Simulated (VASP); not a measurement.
# V (Im-3m) in VASP: notebook, part 2 of 2

VASP 6.6.1. Earlier steps stand in the parts before.

## 4. Single point, LDA (volume scaled by 0.91)

Contents of INCAR:

```
PREC     = Accurate       # precision mode
ENCUT    = 520            # plane-wave cutoff, eV
EDIFF    = 1E-6           # SCF threshold, eV
ISMEAR   = 0              # smearing method
SIGMA    = 0.1            # smearing width, eV
LREAL    = False          # projectors in reciprocal space
LASPH    = True           # aspherical terms in the spheres
NELM     = 60             # most SCF steps
ALGO     = Fast           # electronic algorithm
ISIF     = 2              # what is computed and relaxed
LWAVE    = False          # write WAVECAR
LCHARG   = True           # write CHGCAR
GGA      = CA             # functional
LELF     = True           # ELF
LVHAR    = True         
NBANDS   = 12             # bands
```

Contents of KPOINTS:

```
regular mesh
0
Gamma
  20 20 20
```

Contents of POSCAR:

```
V
1.0
   -1.4180819497      1.4180819497      1.4180819497
    1.4180819497     -1.4180819497      1.4180819497
    1.4180819497      1.4180819497     -1.4180819497
V
1
Direct
    0.0000000000      0.0000000000      0.0000000000
```

Potentials or basis: VASP PAW LDA potentials, release 64 (V_sv).

Run with:

```bash
cat potpaw_LDA.64/V_sv/POTCAR > POTCAR
mpirun -np 1 vasp_std > vasp.out
```

OUTCAR:

```text
PREC = Accurate
   ENCUT = 520
   EDIFF = 1E-6
   ISMEAR = 0
   LREAL = False
   LASPH = True
   NELM = 60
   ISIF = 2
   GGA = CA

 ion  position               nearest neighbor table
   1  0.000  0.000  0.000-

  LATTYP: Found a body centered cubic cell.
 ALAT       =     2.8361638994

  Lattice vectors:

 A1 = (  -1.4180819497,   1.4180819497,   1.4180819497)
 A2 = (   1.4180819497,  -1.4180819497,   1.4180819497)
 A3 = (   1.4180819497,   1.4180819497,  -1.4180819497)

[... 529 lines left out ...]
      3     -24.7687      2.00000
      4     -24.5039      2.00000
      5       8.0913      2.00000
      6      10.7877      2.00000
      7      11.4480      1.99996
      8      14.1227      0.00000
      9      14.9747      0.00000
     10      15.3796      0.00000
     11      28.6494      0.00000
     12      30.6408      0.00000

 [... further k-points ...]
[... 5 lines left out ...]
  --------------------------------------------------------------------------------------
  -------------------------------------------------------------------------------------
  Total        1.7198624      1.7198624      1.7198624      0.0000000     -0.0000000      0.0000000
  in kB      241.5685034    241.5685034    241.5685034      0.0000000     -0.0000000      0.0000000
  external PRESSURE =     241.5685034 kB  Pullay stress =       0.0000000 kB

 VOLUME and BASIS-vectors are now :
 -----------------------------------------------------------------------------
  energy-cutoff  :      520.00
  volume of cell :       11.41
      direct lattice vectors                 reciprocal lattice vectors
    -1.418081950  1.418081950  1.418081950     0.000000000  0.352588932  0.352588932
     1.418081950 -1.418081950  1.418081950     0.352588932  0.000000000  0.352588932
     1.418081950  1.418081950 -1.418081950     0.352588932  0.352588932  0.000000000

 POSITION                                       TOTAL-FORCE (eV/Angst)
 -----------------------------------------------------------------------------------
      0.00000      0.00000      0.00000         0.000000     -0.000000      0.000000
 -----------------------------------------------------------------------------------
    total drift:                                0.000000      0.000000      0.000000

  FREE ENERGIE OF THE ION-ELECTRON SYSTEM (eV)
  ---------------------------------------------------
  free  energy   TOTEN  =        -9.8719357031 eV

  energy  without entropy=       -9.8644609372  energy(sigma->0) =       -9.86819832
```

OSZICAR:

```text
N       E                     dE             d eps       ncg     rms          rms(c)
DAV:   1     0.870163422955E+02    0.87016E+02   -0.70358E+03  6232   0.121E+03
DAV:   2    -0.980403629500E+01   -0.96820E+02   -0.93784E+02  6288   0.330E+02
DAV:   3    -0.109983804646E+02   -0.11943E+01   -0.11915E+01  6724   0.429E+01
DAV:   4    -0.110039163121E+02   -0.55358E-02   -0.55358E-02  6636   0.309E+00
DAV:   5    -0.110039775270E+02   -0.61215E-04   -0.61214E-04  6676   0.306E-01    0.236E+01
RMM:   6    -0.991244709511E+01    0.10915E+01   -0.20895E+00  6425   0.175E+01    0.457E+00
RMM:   7    -0.988096677842E+01    0.31480E-01   -0.73187E-02  6565   0.292E+00    0.163E+00
RMM:   8    -0.987228535559E+01    0.86814E-02   -0.15423E-02  6688   0.190E+00    0.199E-01
RMM:   9    -0.987191184528E+01    0.37351E-03   -0.22209E-03  6857   0.625E-01    0.398E-02
RMM:  10    -0.987193235783E+01   -0.20513E-04   -0.27720E-04  6947   0.271E-01    0.210E-02
RMM:  11    -0.987193520101E+01   -0.28432E-05   -0.40446E-05  6864   0.102E-01    0.651E-03
RMM:  12    -0.987194006019E+01   -0.48592E-05   -0.28089E-05  6604   0.810E-02    0.228E-02
RMM:  13    -0.987193557322E+01    0.44870E-05   -0.11623E-05  6699   0.490E-02    0.186E-03
RMM:  14    -0.987193570306E+01   -0.12984E-06   -0.15998E-06  4355   0.193E-02
   1 F= -.98719357E+01 E0= -.98681983E+01  d E =-.747477E-02
```

stdout:

```text
POSCAR found type information on POSCAR V
 POSCAR found :  1 types and       1 ions
 scaLAPACK will be used
 LDA part: xc-table for (Slater(with rela. corr.)+CA(PZ))
 , standard interpolation
 POSCAR, INCAR and KPOINTS ok, starting setup
 FFT: planning ... GRIDC
 FFT: planning ... GRID_SOFT
 FFT: planning ... GRID
 WAVECAR not read
 entering main loop
```

It took 13 s on 1 thread of Intel Xeon 6975P-C (Granite Rapids), shared host; peak memory 0.14 GiB.

What came out:

```
Free energy : -9.8719 eV
Pressure    : 24.2 GPa
```

Levels at points of the mesh, in eV from the Fermi level:
| k point | band 2 | band 3 | band 4 | band 5 | band 6 | band 7 | band 8 | band 9 | band 10 | band 11 |
| --- | --- | --- | --- | --- | --- | --- | --- | --- | --- | --- |
| (0.00, 0.00, 0.00) | -36.18 | -36.18 | -36.18 | -6.80 | 0.38 | 0.38 | 0.38 | 2.84 | 2.84 | 21.81 |
| (0.50, 0.00, 0.00) | -37.72 | -36.64 | -36.20 | -3.81 | -1.55 | 2.47 | 2.90 | 3.33 | 5.09 | 12.45 |
| (0.50, 0.50, 0.50) | -37.20 | -37.20 | -37.20 | -3.90 | -3.90 | 4.58 | 4.58 | 4.58 | 11.92 | 11.92 |

## 5. Single point, LDA (volume scaled by 0.94)

Contents of INCAR:

```
PREC = Accurate
ENCUT = 520
EDIFF = 1E-7
ISMEAR = 0
SIGMA = 0.1
LREAL = F
LASPH = T
NELM = 80
ALGO = Normal
ISIF = 2
LWAVE = F
LCHARG = F
GGA = CA
NBANDS = 12
```

KPOINTS is that of step 4.

Contents of POSCAR:

```
V
1.0
   -1.4334970916      1.4334970916      1.4334970916
    1.4334970916     -1.4334970916      1.4334970916
    1.4334970916      1.4334970916     -1.4334970916
V
1
Direct
    0.0000000000      0.0000000000      0.0000000000
```

Run with:

```bash
cat potpaw_LDA.64/V_sv/POTCAR > POTCAR
mpirun -np 1 vasp_std > vasp.out
```

It took 9.4 s on 1 thread of Intel Xeon 6975P-C (Granite Rapids), shared host; peak memory 0.13 GiB.

It converged, with:

| Property | Result |
| --- | --- |
| Free energy | -9.9179 eV |
| Pressure | 15.1 GPa |

Levels at points of the mesh, in eV from the Fermi level:
```tsv
k point	band 2	band 3	band 4	band 5	band 6	band 7	band 8	band 9	band 10	band 11
(0.00, 0.00, 0.00)	-36.28	-36.28	-36.28	-6.75	0.39	0.39	0.39	2.75	2.75	21.57
(0.50, 0.00, 0.00)	-37.68	-36.70	-36.29	-3.67	-1.46	2.30	2.80	3.21	4.89	11.98
(0.50, 0.50, 0.50)	-37.21	-37.21	-37.21	-3.70	-3.70	4.40	4.40	4.40	11.57	11.57
```

## 6. The runs side by side

| task | cell | k mesh | cutoff (eV) | gap on the mesh (eV) | pressure (GPa) |
| --- | --- | --- | --- | --- | --- |
| single point | a = 2.541 Å, angles 109.5°, 1 atom | 10 × 10 × 10 | 520 | none | 0.0 |
| relaxation of cell and atoms | relaxed from a = 2.620 Å, angles 109.5°, 1 atom | 10 × 10 × 10 | 600 | none | -0.6 |
| single point | a = 2.456 Å, angles 109.5°, 1 atom | 20 × 20 × 20 | 520 | none | 24.2 |
| single point | a = 2.483 Å, angles 109.5°, 1 atom | 20 × 20 × 20 | 520 | none | 15.1 |

Alike in all rows: level LDA; potentials or basis VASP PAW LDA potentials, release 64 (V_sv); no spin polarisation; smearing gaussian 0.1 eV.

Absolute energies hang on the potentials; compare differences alone.
